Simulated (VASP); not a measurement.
# TaN (C2/m) in VASP: single point with PBE

Aim: the single point of TaN with PBE.

All numbers are computed with VASP 6.6.1; they aren't measurements. Logs are shortened: lines on timing, memory, paths and dates and some standing lists are left out, and cuts for length are marked.

## (1) The cell of the first run

The structure is monoclinic, space group C2/m (No. 12). Conventional cell: a = 4.416 Å, b = 4.416 Å, c = 4.416 Å, α = 90.00°, β = 90.00°, γ = 90.00°. Within 3.7 Å of Ta (site symmetry m) lie 10 N at 2.18 to 3.63 Å and 12 Ta at 2.74 to 3.52 Å. Within 3.7 Å of N (site symmetry m) lie 10 Ta at 2.18 to 3.63 Å and 12 N at 2.60 to 3.66 Å.

## (2) Single point, PBE (atoms displaced along a vibrational mode)

Input file INCAR:

```
PREC = Accurate
ENCUT = 520
EDIFF = 1E-7
ISMEAR = 0
SIGMA = 0.15
LREAL = False
LASPH = True
NELM = 80
ALGO = Normal
ISIF = 2
LWAVE = False
LCHARG = True
GGA = PE
LELF = True
LVHAR = True
NBANDS = 24
```

Input file KPOINTS:

```
Automatic mesh
0
Gamma
  14 14 10
```

Input file POSCAR:

```
TaN
1.0
    0.0000000000     -2.2081122572     -2.2081122572
    0.0000000000      2.2081122572     -2.2081122572
    4.4162245144      0.0000000000      0.0000000000
Ta N
2 2
Direct
    0.5485495360      0.4514504640     -0.0136772867
   -0.0485495360      0.0485495360      0.5136772867
    0.4458813746      0.5541186254      0.4690912453
    0.0541186254     -0.0541186254      0.0309087547
```

Potentials or basis: VASP PAW PBE potentials, release 64 (Ta_pv, N).

Started as:

```
cat potpaw_PBE.64/Ta_pv/POTCAR potpaw_PBE.64/N/POTCAR > POTCAR
mpirun -np 1 vasp_std > vasp.out
```

OUTCAR:

```text
PREC = Accurate
   ENCUT = 520
   EDIFF = 1E-7
   ISMEAR = 0
   LREAL = False
   LASPH = True
   NELM = 80
   ISIF = 2
   GGA = PE

 ion  position               nearest neighbor table
   1  0.549  0.451  0.986-   3 2.18   4 2.19   4 2.22   4 2.22   4 2.24   3 2.33   2 2.74   2 2.93
                             2 3.07   2 3.07   2 3.24   2 3.24   2 3.36   2 3.52
   2  0.951  0.049  0.514-   4 2.18   3 2.19   3 2.22   3 2.22   3 2.24   4 2.33   1 2.74   1 2.93
                             1 3.07   1 3.07   1 3.24   1 3.24   1 3.36   1 3.52
   3  0.446  0.554  0.469-   1 2.18   2 2.19   2 2.22   2 2.22   2 2.24   1 2.33
   4  0.054  0.946  0.031-   2 2.18   1 2.19   1 2.22   1 2.22   1 2.24   2 2.33

  LATTYP: Found a simple tetragonal cell.
 ALAT       =     3.1227423014
 C/A-ratio  =     1.4142135624

  Lattice vectors:

 A1 = (   0.0000000000,  -2.2081122572,  -2.2081122572)
 A2 = (   0.0000000000,   2.2081122572,  -2.2081122572)
 A3 = (   4.4162245144,   0.0000000000,   0.0000000000)

Analysis of symmetry for initial positions (statically):
=====================================================================
 Subroutine PRICEL returns:
 Original cell was already a primitive cell.

 Routine SETGRP: Setting up the symmetry group for a
 simple tetragonal supercell.

 Subroutine GETGRP returns: Found  4 space group operations
 (whereof  2 operations were pure point group operations)
 out of a pool of 16 trial point group operations.

The static configuration has the point symmetry C_1h.
 The point group associated with its full space group is C_2h.

Analysis of symmetry for dynamics (positions and initial velocities):
=====================================================================
 Subroutine PRICEL returns:
 Original cell was already a primitive cell.

 Routine SETGRP: Setting up the symmetry group for a
 simple tetragonal supercell.

 Subroutine GETGRP returns: Found  4 space group operations
 (whereof  2 operations were pure point group operations)
 out of a pool of 16 trial point group operations.

The dynamic configuration has the point symmetry C_1h.
 The point group associated with its full space group is C_2h.

 Subroutine INISYM returns: Found  4 space group operations
 (whereof  2 operations are pure point group operations),
 and found     1 'primitive' translations

----------------------------------------------------------------------------------------

                                     Primitive cell

  volume of cell :      43.0649

  direct lattice vectors                    reciprocal lattice vectors
     0.000000000 -2.208112257 -2.208112257     0.000000000 -0.226437763 -0.226437763
     0.000000000  2.208112257 -2.208112257     0.000000000  0.226437763 -0.226437763
     4.416224514  0.000000000  0.000000000     0.226437763  0.000000000  0.000000000

  length of vectors
     3.122742301  3.122742301  4.416224514     0.320231355  0.320231355  0.226437763

  position of ions in fractional coordinates (direct lattice)
     0.548549536  0.451450464  0.986322713
     0.951450464  0.048549536  0.513677287
     0.445881375  0.554118625  0.469091245
     0.054118625  0.945881375  0.030908755

  ion indices of the primitive-cell ions
   primitive index   ion index
                 1           1
                 2           2
                 3           3
                 4           4

----------------------------------------------------------------------------------------

 KPOINTS: Automatic mesh

Automatic generation of k-mesh.
 Grid dimensions read from file:
 generate k-points for:   14   14   10

 Generating k-lattice:

  Cartesian coordinates                     Fractional coordinates (reciprocal lattice)
     0.000000000 -0.016174126 -0.016174126     0.071428571  0.000000000  0.000000000
     0.000000000  0.016174126 -0.016174126     0.000000000  0.071428571  0.000000000
     0.022643776  0.000000000  0.000000000     0.000000000  0.000000000  0.100000000

  Length of vectors
     0.022873668  0.022873668  0.022643776

  Shift w.r.t. Gamma in fractional coordinates (k-lattice)
     0.000000000  0.000000000  0.000000000

 Subroutine IBZKPT returns following result:
 ===========================================

 Found    534 irreducible k-points:

 Following reciprocal coordinates:
            Coordinates               Weight
  0.000000  0.000000  0.000000      1.000000
  0.071429  0.000000  0.000000      4.000000
  0.142857  0.000000  0.000000      4.000000
  0.214286  0.000000  0.000000      4.000000
  0.285714  0.000000  0.000000      4.000000
  0.357143  0.000000  0.000000      4.000000
[... 16 lines left out ...]
 -0.142857  0.142857  0.000000      2.000000
  0.214286  0.142857  0.000000      4.000000
 [... further k-points ...]
   k-points           NKPTS =    534   k-points in BZ     NKDIM =    534   number of bands    NBANDS=     24
   number of dos      NEDOS =    301   number of ions     NIONS =      4
   total plane-waves  NPLWV =  20736
   dimension x,y,z NGX =    24 NGY =   24 NGZ =   36
   dimension x,y,z NGXF=    48 NGYF=   48 NGZF=   72
   ions per type =               2   2
   NGX,Y,Z   is equivalent  to a cutoff of  12.78, 12.78, 13.55 a.u.
   NGXF,Y,Z  is equivalent  to a cutoff of  25.55, 25.55, 27.10 a.u.
 SYSTEM =  unknown system
   PREC   = accura    normal or accurate (medium, high low for compatibility)
   ISTART =      0    job   : 0-new  1-cont  2-samecut
   ICHARG =      2    charge: 1-file 2-atom 10-const
   ISPIN  =      1    spin polarized calculation?
   LNONCOLLINEAR =      F non collinear calculations
   LSORBIT =      F    spin-orbit coupling
   LASPH  =      T    aspherical Exc in radial PAW
   ENCUT  =  520.0 eV  38.22 Ry    6.18 a.u.   5.81  5.81  8.21*2*pi/ulx,y,z
   NELM   =     80;   NELMIN=  2; NELMDL= -5     # of ELM steps
   EDIFF  = 0.1E-06   stopping-criterion for ELM
   LREAL  =      F    real-space projection
   EDIFFG = 0.1E-05   stopping-criterion for IOM
   NSW    =      0    number of steps for IOM
   IBRION =     -1    ionic relax: 0-MD 1-quasi-New 2-CG
   NFREE  =      0    steps in history (QN), initial steepest desc. (CG)
   ISIF   =      2    stress and relaxation
   ISYM   =      2    0-nonsym 1-usesym 2-fastsym
   POTIM  = 0.5000    time-step for ionic-motion
   TEBEG  =    0.0;   TEEND  =   0.0 temperature during run
   PSTRESS=    0.0 pullay stress
   NELECT =      32.0000    total number of electrons
   NUPDOWN=      -1.0000    fix difference up-down
   EMIN   =  10.00;   EMAX   =-10.00  energy-range for DOS
   EFERMI =   0.00;   METHOD = LEGACY
   ISMEAR =     0;   SIGMA  =   0.15  broadening in eV -4-tet -1-fermi 0-gaus
   EFERMI_NEDOS =   21; number of points for ismear=-14 and -15
   IALGO  =     38    algorithm
   IMIX   =      4    mixing-type and parameters
     AMIX     =   0.40;   BMIX     =  1.00
     AMIX_MAG =   1.60;   BMIX_MAG =  1.00
  volume/ion in A,a.u.               =      10.77        72.65
  Fermi-wavevector in a.u.,A,eV,Ry     =   1.482804  2.802093 29.915225  2.198707
  Thomas-Fermi vector in A             =   2.596544
   LORBIT       =      0    0 simple, 1 ext, 2 COOP (PROOUT), +10 PAW based schemes
   GGA     = PE    functional components
   LHFCALC =     F    Hartree Fock is set to
   AEXX    =    0.0000 exact exchange contribution
   IVDW    =     0    specifies the selected vdW correction
   LEPSILON=     F    determine dielectric tensor
   LRPA    =     F    only Hartree local field effects (RPA)
 non-spin polarized calculation
 Gauss-broadening in eV      SIGMA  =   0.15
  energy-cutoff  :      520.00
  volume of cell :       43.06
 maximum number of plane-waves:      1208
   NGX = 11   NGY = 11   NGZ = 17

 number of electron      32.0000002 magnetization

 Free energy of the ion-electron system (eV)
  ---------------------------------------------------
  ext. energy  EPLUGINS =         0.00000000
  ---------------------------------------------------
  free energy    TOTEN  =       -43.56260239 eV

  energy without entropy =      -43.54713141  energy(sigma->0) =      -43.55486690

 E-fermi :   8.8772     XC(G=0): -13.3673

 val. band max:        8.8762884757   @ k =  -0.2143   0.2857   0.3000
 cond. band min:       8.8789576662   @ k =   0.2143   0.1429   0.5000
 fundamental gap:      0.0026691905
 Fermi energy:         8.8772305633

 k-point     1 :       0.0000    0.0000    0.0000
  band No.  band energies     occupation
      1     -27.1347      2.00000
      2     -26.7168      2.00000
      3     -26.6928      2.00000
      4     -26.5138      2.00000
      5     -26.4063      2.00000
      6     -26.2075      2.00000
[... 16 lines left out ...]
     23      11.7639      0.00000
     24      13.1102      0.00000

 k-point     2 :       0.0714    0.0000    0.0000
  band No.  band energies     occupation
      1     -27.1253      2.00000
      2     -26.7305      2.00000
      3     -26.6953      2.00000
      4     -26.5267      2.00000
      5     -26.4161      2.00000
      6     -26.2150      2.00000
[... 16 lines left out ...]
     23      11.8057      0.00000
     24      13.2433      0.00000

 k-point     3 :       0.1429    0.0000    0.0000
  band No.  band energies     occupation
      1     -27.0984      2.00000
      2     -26.7837      2.00000
      3     -26.6866      2.00000
      4     -26.5744      2.00000
      5     -26.4331      2.00000
      6     -26.2352      2.00000
[... 16 lines left out ...]
     23      12.4353      0.00000
     24      13.4567      0.00000
[... 514 lines left out ...]
 k-point    23 :      -0.1429    0.1429    0.0000
  band No.  band energies     occupation
      1     -27.0623      2.00000
      2     -26.8107      2.00000
      3     -26.7267      2.00000
      4     -26.5514      2.00000
      5     -26.5250      2.00000
      6     -26.2687      2.00000
[... 16 lines left out ...]
     23      13.4769      0.00000
     24      13.7710      0.00000

 k-point    24 :       0.2143    0.1429    0.0000
  band No.  band energies     occupation
      1     -27.0294      2.00000
      2     -26.8505      2.00000
      3     -26.7299      2.00000
      4     -26.7179      2.00000
      5     -26.4746      2.00000
      6     -26.2779      2.00000
[... 16 lines left out ...]
     23      13.4520      0.00000
     24      14.5427      0.00000

 [... further k-points ...]

------------------------ aborting loop because EDIFF is reached ----------------------------------------

  FORCE on cell =-STRESS in cart. coord.  units (eV):
  Direction    XX          YY          ZZ          XY          YZ          ZX
  --------------------------------------------------------------------------------------
  -------------------------------------------------------------------------------------
  Total        1.3248940      2.5376969     -1.8159077     -0.4659320      0.0000000      0.0000000
  in kB       49.2910746     94.4119325    -67.5586413    -17.3344345      0.0000000      0.0000000
  external PRESSURE =      25.3814553 kB  Pullay stress =       0.0000000 kB

 VOLUME and BASIS-vectors are now :
 -----------------------------------------------------------------------------
  energy-cutoff  :      520.00
  volume of cell :       43.06
      direct lattice vectors                 reciprocal lattice vectors
     0.000000000 -2.208112257 -2.208112257     0.000000000 -0.226437763 -0.226437763
     0.000000000  2.208112257 -2.208112257     0.000000000  0.226437763 -0.226437763
     4.416224514  0.000000000  0.000000000     0.226437763  0.000000000  0.000000000

 POSITION                                       TOTAL-FORCE (eV/Angst)
 -----------------------------------------------------------------------------------
      4.35582     -0.21441     -2.20811        -0.791965      1.015732      0.000000
      2.26851     -1.99371     -2.20811         0.791965     -1.015732      0.000000
      2.07161      0.23900     -2.20811         0.746654     -1.063534      0.000000
      0.13650      1.96911     -2.20811        -0.746654      1.063534      0.000000
 -----------------------------------------------------------------------------------
    total drift:                               -0.000000      0.000000      0.000000

  FREE ENERGIE OF THE ION-ELECTRON SYSTEM (eV)
  ---------------------------------------------------
  free  energy   TOTEN  =       -43.5626023890 eV

  energy  without entropy=      -43.5471314129  energy(sigma->0) =      -43.55486690
```

Run time: 2.5 min. Hardware: 1 thread of Intel Xeon 6975P-C (Granite Rapids), shared host; peak memory 0.53 GiB.

What came out:

- Free energy: -43.5626 eV
- Pressure: 2.5 GPa
- Largest force: 1.299 eV/Å
- Band gap on the k mesh: zero (bands 16 and 17 overlap by 2.58 eV)

Forces on the atoms (eV/Å):
```
Ta  -0.792  1.016  0.000
Ta   0.792 -1.016  0.000
N    0.747 -1.064  0.000
N   -0.747  1.064  0.000
```

Levels at points of the mesh, in eV from the Fermi level:
```csv
k point,band 13,band 14,band 15,band 16,band 17,band 18,band 19,band 20
"(0.00, 0.00, 0.00)",-3.55,-3.00,-2.92,-1.97,-1.10,-0.72,0.49,1.20
"(0.50, 0.00, 0.00)",-6.22,-4.53,-1.37,0.19,1.29,1.65,2.52,3.11
"(0.50, 0.50, 0.00)",-4.45,-3.99,-3.74,-2.48,2.89,3.23,3.70,4.10
"(0.00, 0.00, 0.50)",-3.79,-3.72,-3.64,-3.40,0.26,1.01,1.62,1.68
"(0.50, 0.00, 0.50)",-6.58,-6.34,1.28,1.28,1.55,1.99,2.41,2.57
"(0.50, 0.50, 0.50)",-5.42,-4.98,-1.34,-1.05,0.56,1.71,3.87,4.00
```

Caveat: the cell differs from its parent crystal (atoms displaced along a vibrational mode); spin-orbit coupling is left out, which moves the levels of the heavy elements; forces of over 1 eV/Å act on the atoms, so gaps and moduli don't describe the material at rest.
